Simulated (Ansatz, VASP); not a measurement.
## Sb in VASP and in Ansatz

File INCAR:

```
ALGO = Normal
EDIFF = 1E-6
EDIFFG = -0.01
ENCUT = 600
GGA = PS
IBRION = 2
ISIF = 3
ISMEAR = -1
LASPH = T
LCHARG = F
LREAL = F
LWAVE = F
NELM = 100
NSW = 80
PREC = Accurate
SIGMA = 0.1
```

KPOINTS

```
k-points
0
Gamma
  7 7 10
```

Contents of POSCAR:

```
Sb
1.0
    5.3555937617      0.0000000000      0.0000000000
   -2.6777968808      4.6380802500      0.0000000000
    0.0000000000      0.0000000000      3.2829789759
Sb
3
Direct
    0.0000000000      0.0000000000      0.0000000000
    0.3333333333      0.6666666667      0.5000000000
    0.6666666667      0.3333333333      0.5000000000
```

Input for Ansatz:

```yaml
crystal:
  lattice:
    - [5.3555937617, 0.0, 0.0]
    - [-2.6777968808, 4.63808025, 0.0]
    - [0.0, 0.0, 3.2829789759]
  atoms:
    - { symbol: Sb, position: [0.0, 0.0, 0.0] }
    - { symbol: Sb, position: [0.3333333333, 0.6666666667, 0.5] }
    - { symbol: Sb, position: [0.6666666667, 0.3333333333, 0.5] }
hamiltonian:
  xc: pbesol
  pseudopotentials:
    kind: paw
    azcp:
      Sb: "pseudopotentials/Sb.paw.azcp"
basis:
  ecutwfc: 420
  fft_grid_basis: typed
kpoints:
  mp_grid: { grid: [7, 7, 10], shift: [0, 0, 0] }
magnetization:
  spin_polarized: false
scf:
  occupations: { method: fermi_dirac, width: 0.1 }
relax:
  max_steps: 60
  f_tol: 0.01
  cell: {}
```

Alike in both runs: task relaxation of cell and atoms; functional PBEsol; k mesh 7 × 7 × 10; occupations fermi-dirac, width 0.1 eV; no spin polarisation.

|  | VASP | Ansatz |
| --- | --- | --- |
| version | VASP 6.6.1 | Ansatz 0.2.0 |
| potentials or method | VASP PAW PBE potentials, release 64 (Sb), cutoff 600 eV | plane waves (420 eV) with PAW, scalar-relativistic |
| valence electrons in the cell | 15 | 45 |

```tsv
	VASP	Ansatz	Ansatz less VASP
relaxed volume (Å³/atom)	26.32	26.32	-0.003
relaxed cell length with the largest relative difference (Å)	3.191	3.191	-0.0003
```

VASP's potentials were made for PBE, not for PBEsol, and Ansatz warns of the same on its side. VASP's potentials hold 15 valence electrons a cell and Ansatz's 45, so a difference there can come from the potentials and not from the codes.

Spin-orbit coupling is off throughout.
